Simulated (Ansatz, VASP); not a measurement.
# Cu in VASP and in Ansatz

```xyz
1
Lattice="-1.4428 1.4428 1.3761 1.4428 -1.4428 1.3761 1.4428 1.4428 -1.3761" Properties=species:S:1:pos:R:3 pbc="T T T"
Cu    0.0000    0.0000    0.0000
```

Alike in both runs: task single point; functional r2SCAN; dispersion rVV10; k mesh 8 × 8 × 8; occupations gaussian, width 0.1 eV; no spin polarisation.

|  | VASP | Ansatz |
| --- | --- | --- |
| version | VASP 6.6.1 | Ansatz 0.2.0 |
| potentials or method | VASP PAW PBE potentials, release 64 (Cu), cutoff 520 eV | scalar-relativistic, plane waves, PAW |
| valence electrons in the cell | 11 | 19 |

```tsv
	VASP	Ansatz	Ansatz less VASP
gap on the k mesh at the Fermi level (eV)	none	none	-
pressure (GPa)	-0.6	-1.3	-0.72
traceless stress, the component that is largest in VASP (GPa)	0.31	0.45	+0.133
```

VASP's potentials were made for PBE, not for r2SCAN. A gap of «none» marks a metal or a gap that the smearing closes. VASP's potentials hold 11 valence electrons a cell and Ansatz's 19, so a difference there can come from the potentials and not from the codes.

The k mesh is coarse, so the values compare programs but aren't converged.
